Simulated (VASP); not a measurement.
# Mg (Im-3m) in VASP: further runs, part 2 of 2

VASP 6.6.1. Earlier steps stand in the parts before.

## (3) Electric field gradients, PBEsol (volume scaled by 1.06)

INCAR reads:

```
SYSTEM = Mg
PREC = Accurate
ENCUT = 520
EDIFF = 1E-8
ISMEAR = -1
SIGMA = 0.05
LREAL = .FALSE.
LASPH = .TRUE.
NELM = 80
ALGO = Normal
ISIF = 2
LWAVE = .FALSE.
LCHARG = .FALSE.
GGA = PS
LEFG = .TRUE.
NBANDS = 7
```

KPOINTS reads:

```
Automatic mesh
0
G
  16 16 16
  0 0 0
```

POSCAR reads:

```
Mg
1.0
   -1.5054583323      1.5054583323      1.5054583323
    1.5054583323     -1.5054583323      1.5054583323
    1.5054583323      1.5054583323     -1.5054583323
Mg
1
Direct
    0.0000000000      0.0000000000      0.0000000000
```

Potentials or basis: VASP PAW PBE potentials, release 64 (Mg).

Started as:

```
$ cat potpaw_PBE.64/Mg/POTCAR > POTCAR
$ mpirun -np 1 vasp_std > vasp.out
```

OUTCAR:

```text
SYSTEM = Mg
   PREC = Accurate
   ENCUT = 520
   EDIFF = 1E-8
   ISMEAR = -1
   LREAL = .FALSE.
   LASPH = .TRUE.
   NELM = 80
   ISIF = 2
   GGA = PS

 ion  position               nearest neighbor table
   1  0.000  0.000  0.000-

  LATTYP: Found a body centered cubic cell.
 ALAT       =     3.0109166646

  Lattice vectors:

 A1 = (  -1.5054583323,   1.5054583323,   1.5054583323)
 A2 = (   1.5054583323,  -1.5054583323,   1.5054583323)
 A3 = (   1.5054583323,   1.5054583323,  -1.5054583323)

Analysis of symmetry for initial positions (statically):
=====================================================================
 Subroutine PRICEL returns:
 Original cell was already a primitive cell.

 Routine SETGRP: Setting up the symmetry group for a
 body centered cubic supercell.

 Subroutine GETGRP returns: Found 48 space group operations
 (whereof 48 operations were pure point group operations)
 out of a pool of 48 trial point group operations.

The static configuration has the point symmetry O_h .

Analysis of symmetry for dynamics (positions and initial velocities):
=====================================================================
 Subroutine PRICEL returns:
 Original cell was already a primitive cell.

 Routine SETGRP: Setting up the symmetry group for a
 body centered cubic supercell.

 Subroutine GETGRP returns: Found 48 space group operations
 (whereof 48 operations were pure point group operations)
 out of a pool of 48 trial point group operations.

The dynamic configuration has the point symmetry O_h .

 Subroutine INISYM returns: Found 48 space group operations
[... 151 lines left out ...]
      1      -3.4977      2.00000
      2      22.9275      0.00000
      3      22.9275      0.00000
      4      22.9275      0.00000
      5      25.6115      0.00000
      6      25.6115      0.00000
      7      27.3236      0.00000
[... 221 lines left out ...]
 k-point    24 :       0.2500    0.1875    0.0000
  band No.  band energies     occupation
      1       1.1434      2.00000
      2      10.1506      0.00000
      3      12.8573      0.00000
      4      19.2342      0.00000
      5      23.2311      0.00000
      6      26.5012      0.00000
      7      29.5945      0.00000

 [... further k-points ...]

------------------------ aborting loop because EDIFF is reached ----------------------------------------

  FORCE on cell =-STRESS in cart. coord.  units (eV):
  Direction    XX          YY          ZZ          XY          YZ          ZX
  --------------------------------------------------------------------------------------
  -------------------------------------------------------------------------------------
  Total        4.1813855      4.1813855      4.1813855      0.0000000      0.0000000      0.0000000
  in kB      490.8678400    490.8678400    490.8678400      0.0000000      0.0000000      0.0000000
  external PRESSURE =     490.8678400 kB  Pullay stress =       0.0000000 kB

 VOLUME and BASIS-vectors are now :
 -----------------------------------------------------------------------------
  energy-cutoff  :      520.00
  volume of cell :       13.65
      direct lattice vectors                 reciprocal lattice vectors
    -1.505458332  1.505458332  1.505458332     0.000000000  0.332124768  0.332124768
     1.505458332 -1.505458332  1.505458332     0.332124768  0.000000000  0.332124768
     1.505458332  1.505458332 -1.505458332     0.332124768  0.332124768  0.000000000

 POSITION                                       TOTAL-FORCE (eV/Angst)
 -----------------------------------------------------------------------------------
      0.00000      0.00000      0.00000        -0.000000      0.000000     -0.000000
 -----------------------------------------------------------------------------------
    total drift:                                0.000000      0.000000      0.000000

  FREE ENERGIE OF THE ION-ELECTRON SYSTEM (eV)
  ---------------------------------------------------
  free  energy   TOTEN  =        -0.8024801619 eV

  energy  without entropy=       -0.8000228184  energy(sigma->0) =       -0.80125149

 Electric field gradients (V/A^2)
---------------------------------------------------------------------
 ion       V_xx      V_yy      V_zz      V_xy      V_xz      V_yz
---------------------------------------------------------------------
   1       0.000    -0.000    -0.000    -0.000    -0.000    -0.000
---------------------------------------------------------------------

 Electric field gradients after diagonalization (V/A^2)
 (convention: |V_zz| > |V_xx| > |V_yy|)
----------------------------------------------------------------------
 ion       V_xx      V_yy      V_zz     asymmetry (V_yy - V_xx)/ V_zz
----------------------------------------------------------------------
   1       0.000     0.000    -0.000       0.000
----------------------------------------------------------------------

           NMR quadrupolar parameters

 Cq : quadrupolar parameter    Cq=e*Q*V_zz/h
 eta: asymmetry parameters     (V_yy - V_xx)/ V_zz
 Q  : nuclear electric quadrupole moment in mb (millibarn)
----------------------------------------------------------------------
 ion       Cq(MHz)       eta       Q (mb)
----------------------------------------------------------------------
   1      -0.000       0.000       1.000
----------------------------------------------------------------------
```

OSZICAR:

```text
N       E                     dE             d eps       ncg     rms          rms(c)
DAV:   1     0.116656918472E+00    0.11666E+00   -0.96601E+02  2373   0.209E+02
DAV:   2    -0.833770688259E+00   -0.95043E+00   -0.92256E+00  2849   0.144E+01
DAV:   3    -0.836278296347E+00   -0.25076E-02   -0.25073E-02  2366   0.822E-01
DAV:   4    -0.836281394140E+00   -0.30978E-05   -0.30977E-05  3003   0.215E-02
DAV:   5    -0.836281400139E+00   -0.59988E-08   -0.58332E-08  2394   0.591E-04    0.739E-01
DAV:   6    -0.815836494396E+00    0.20445E-01   -0.15623E-04  2457   0.966E-02    0.469E-01
DAV:   7    -0.802587826605E+00    0.13249E-01   -0.45716E-04  2163   0.162E-01    0.187E-02
DAV:   8    -0.802487918001E+00    0.99909E-04   -0.13889E-05  2716   0.232E-02    0.545E-03
DAV:   9    -0.802480048839E+00    0.78692E-05   -0.30360E-06  2324   0.102E-02    0.629E-04
DAV:  10    -0.802480120488E+00   -0.71648E-07   -0.52234E-08  2422   0.140E-03    0.118E-04
DAV:  11    -0.802480169544E+00   -0.49057E-07   -0.67246E-10  1673   0.181E-04    0.141E-05
DAV:  12    -0.802480161950E+00    0.75949E-08   -0.51234E-11  1141   0.324E-05
   1 F= -.80248016E+00 E0= -.80125149E+00  d E =-.245734E-02
```

Wall time 9.2 s (1 thread of Intel Xeon Platinum 8259CL at 2.50GHz (Skylake/Cascade Lake), shared host); peak memory 0.13 GiB.

Results:

```
Free energy            : -0.8025 eV
Pressure               : 49.1 GPa
Band gap on the k mesh : zero (band 1 reaches 9.96 eV, above the bottom of band 2 at 5.10 eV)
```

Levels at points of the mesh, in eV from the Fermi level:
```csv
k point,band 1,band 2,band 3,band 4
"(0.00, 0.00, 0.00)",-9.50,16.92,16.92,16.92
"(0.50, 0.00, 0.00)",-2.24,-0.90,10.61,14.14
"(0.50, 0.50, 0.50)",3.96,3.96,5.87,5.87
```

Caveat: without QUAD_EFG the Cq values of the log hold for a quadrupole moment of 1 mb, not for the nuclei; the PAW data sets were made with another functional, which shifts forces and pressure a little.

## (4) Electric field gradients, PBEsol (volume scaled by 0.98)

INCAR reads:

```
PREC = Accurate
ENCUT = 520
EDIFF = 1E-8
ISMEAR = -1
SIGMA = 0.05
LREAL = False
LASPH = True
NELM = 80
ALGO = Normal
ISIF = 2
LWAVE = False
LCHARG = False
GGA = PS
LEFG = True
NBANDS = 7
```

KPOINTS reads:

```
Automatic mesh
0
Gamma
  16 16 16
```

POSCAR reads:

```
Mg
1.0
   -1.4665903054      1.4665903054      1.4665903054
    1.4665903054     -1.4665903054      1.4665903054
    1.4665903054      1.4665903054     -1.4665903054
Mg
1
Direct
    0.0000000000      0.0000000000      0.0000000000
```

Potentials or basis: VASP PAW PBE potentials, release 64 (Mg).

Started as:

```
$ cat potpaw_PBE.64/Mg/POTCAR > POTCAR
$ mpirun -np 1 vasp_std > vasp.out
```

OUTCAR:

```text
PREC = Accurate
   ENCUT = 520
   EDIFF = 1E-8
   ISMEAR = -1
   LREAL = False
   LASPH = True
   NELM = 80
   ISIF = 2
   GGA = PS

 ion  position               nearest neighbor table
   1  0.000  0.000  0.000-

  LATTYP: Found a body centered cubic cell.
 ALAT       =     2.9331806108

  Lattice vectors:

 A1 = (  -1.4665903054,   1.4665903054,   1.4665903054)
 A2 = (   1.4665903054,  -1.4665903054,   1.4665903054)
 A3 = (   1.4665903054,   1.4665903054,  -1.4665903054)

Analysis of symmetry for initial positions (statically):
=====================================================================
 Subroutine PRICEL returns:
 Original cell was already a primitive cell.

 Routine SETGRP: Setting up the symmetry group for a
 body centered cubic supercell.

 Subroutine GETGRP returns: Found 48 space group operations
[... 419 lines left out ...]
  external PRESSURE =     661.9397143 kB  Pullay stress =       0.0000000 kB

 VOLUME and BASIS-vectors are now :
 -----------------------------------------------------------------------------
  energy-cutoff  :      520.00
  volume of cell :       12.62
      direct lattice vectors                 reciprocal lattice vectors
    -1.466590305  1.466590305  1.466590305     0.000000000  0.340926841  0.340926841
     1.466590305 -1.466590305  1.466590305     0.340926841  0.000000000  0.340926841
     1.466590305  1.466590305 -1.466590305     0.340926841  0.340926841  0.000000000

 POSITION                                       TOTAL-FORCE (eV/Angst)
 -----------------------------------------------------------------------------------
      0.00000      0.00000      0.00000         0.000000      0.000000      0.000000
 -----------------------------------------------------------------------------------
    total drift:                                0.000000      0.000000     -0.000000

  FREE ENERGIE OF THE ION-ELECTRON SYSTEM (eV)
  ---------------------------------------------------
  free  energy   TOTEN  =        -0.4345356539 eV

  energy  without entropy=       -0.4322650074  energy(sigma->0) =       -0.43340033

 Electric field gradients (V/A^2)
---------------------------------------------------------------------
 ion       V_xx      V_yy      V_zz      V_xy      V_xz      V_yz
---------------------------------------------------------------------
   1      -0.000     0.000     0.000     0.000     0.000     0.000
---------------------------------------------------------------------

 Electric field gradients after diagonalization (V/A^2)
 (convention: |V_zz| > |V_xx| > |V_yy|)
----------------------------------------------------------------------
 ion       V_xx      V_yy      V_zz     asymmetry (V_yy - V_xx)/ V_zz
----------------------------------------------------------------------
   1      -0.000    -0.000     0.000       0.000
----------------------------------------------------------------------

           NMR quadrupolar parameters

 Cq : quadrupolar parameter    Cq=e*Q*V_zz/h
 eta: asymmetry parameters     (V_yy - V_xx)/ V_zz
 Q  : nuclear electric quadrupole moment in mb (millibarn)
----------------------------------------------------------------------
 ion       Cq(MHz)       eta       Q (mb)
----------------------------------------------------------------------
   1       0.000       0.000       1.000
----------------------------------------------------------------------
```

It took 16 s on 1 thread of Intel Xeon Platinum 8375C at 2.90GHz (Ice Lake), shared host; peak memory 0.12 GiB.

What came out:

| Item | Value |
| --- | --- |
| Free energy | -0.4345 eV |
| Pressure | 66.2 GPa |
| Band gap on the k mesh | zero (band 1 reaches 10.56 eV, above the bottom of band 2 at 5.74 eV) |

Caveat: without QUAD_EFG the Cq values of the log hold for a quadrupole moment of 1 mb, not for the nuclei; the PAW data sets were made with another functional, which shifts forces and pressure a little.

## (5) Electric field gradients, PBEsol (volume scaled by 0.96)

INCAR reads:

```
PREC = Accurate
ENCUT = 520
EDIFF = 1E-8
ISMEAR = -1
SIGMA = 0.05
LREAL = F
LASPH = T
NELM = 80
ALGO = Normal
ISIF = 2
LWAVE = F
LCHARG = F
GGA = PS
LEFG = T
NBANDS = 7
```

KPOINTS is that of step 4.

POSCAR reads:

```
Mg
1.0
   -1.4565448511      1.4565448511      1.4565448511
    1.4565448511     -1.4565448511      1.4565448511
    1.4565448511      1.4565448511     -1.4565448511
Mg
1
Direct
    0.0000000000      0.0000000000      0.0000000000
```

Potentials or basis: VASP PAW PBE potentials, release 64 (Mg).

Started as:

```
$ cat potpaw_PBE.64/Mg/POTCAR > POTCAR
$ mpirun -np 1 vasp_std > vasp.out
```

OUTCAR:

```text
PREC = Accurate
   ENCUT = 520
   EDIFF = 1E-8
   ISMEAR = -1
   LREAL = F
   LASPH = T
   NELM = 80
   ISIF = 2
   GGA = PS

 ion  position               nearest neighbor table
   1  0.000  0.000  0.000-

  LATTYP: Found a body centered cubic cell.
 ALAT       =     2.9130897022

  Lattice vectors:

 A1 = (  -1.4565448511,   1.4565448511,   1.4565448511)
 A2 = (   1.4565448511,  -1.4565448511,   1.4565448511)
[... 445 lines left out ...]
    total drift:                                0.000000      0.000000      0.000000

  FREE ENERGIE OF THE ION-ELECTRON SYSTEM (eV)
  ---------------------------------------------------
  free  energy   TOTEN  =        -0.3240000387 eV

  energy  without entropy=       -0.3217737525  energy(sigma->0) =       -0.32288690

 Electric field gradients (V/A^2)
---------------------------------------------------------------------
 ion       V_xx      V_yy      V_zz      V_xy      V_xz      V_yz
---------------------------------------------------------------------
   1       0.000    -0.000    -0.000     0.000     0.000     0.000
---------------------------------------------------------------------

 Electric field gradients after diagonalization (V/A^2)
 (convention: |V_zz| > |V_xx| > |V_yy|)
----------------------------------------------------------------------
 ion       V_xx      V_yy      V_zz     asymmetry (V_yy - V_xx)/ V_zz
----------------------------------------------------------------------
   1      -0.000    -0.000     0.000       0.000
----------------------------------------------------------------------

           NMR quadrupolar parameters

 Cq : quadrupolar parameter    Cq=e*Q*V_zz/h
 eta: asymmetry parameters     (V_yy - V_xx)/ V_zz
 Q  : nuclear electric quadrupole moment in mb (millibarn)
----------------------------------------------------------------------
 ion       Cq(MHz)       eta       Q (mb)
----------------------------------------------------------------------
   1       0.000       0.000       1.000
----------------------------------------------------------------------
```

stdout:

```text
POSCAR found type information on POSCAR Mg
 POSCAR found :  1 types and       1 ions
 scaLAPACK will be used
 -----------------------------------------------------------------------------
|                                                                             |
|                                                                             |
|     You enforced a specific xc type in the INCAR file but a different       |
|     I HOPE YOU KNOW WHAT YOU ARE DOING!                                     |
|                                                                             |
 -----------------------------------------------------------------------------

 LDA part: xc-table for (Slater+PW92), standard interpolation
 POSCAR, INCAR and KPOINTS ok, starting setup
 FFT: planning ... GRIDC
 FFT: planning ... GRID_SOFT
 FFT: planning ... GRID
 WAVECAR not read
 entering main loop
ion   1
```

Run time: 16 s. Hardware: 1 thread of Intel Xeon Platinum 8375C at 2.90GHz (Ice Lake), shared host; peak memory 0.12 GiB.

What came out:

```
Free energy            : -0.3240 eV
Pressure               : 71.4 GPa
Band gap on the k mesh : zero (band 1 reaches 10.72 eV, above the bottom of band 2 at 5.91 eV)
```

Caveat: without QUAD_EFG the Cq values of the log hold for a quadrupole moment of 1 mb, not for the nuclei; the PAW data sets were made with another functional, which shifts forces and pressure a little.

## (6) The runs side by side

```csv
cell,gap on the mesh (eV),pressure (GPa)
"a = 2.583 Å, angles 109.5°, 1 atom",none,54.9
"a = 2.608 Å, angles 109.5°, 1 atom",none,49.1
"a = 2.540 Å, angles 109.5°, 1 atom",none,66.2
"a = 2.523 Å, angles 109.5°, 1 atom",none,71.4
```

Alike in all rows: task electric field gradients; level PBEsol; potentials or basis VASP PAW PBE potentials, release 64 (Mg); no spin polarisation; k mesh 16 × 16 × 16; cutoff (eV) 520; smearing fermi-dirac 0.05 eV.

Caveats: the PAW data sets were made with another functional, which shifts forces and pressure a little.

Absolute energies hang on the potentials; compare differences alone.
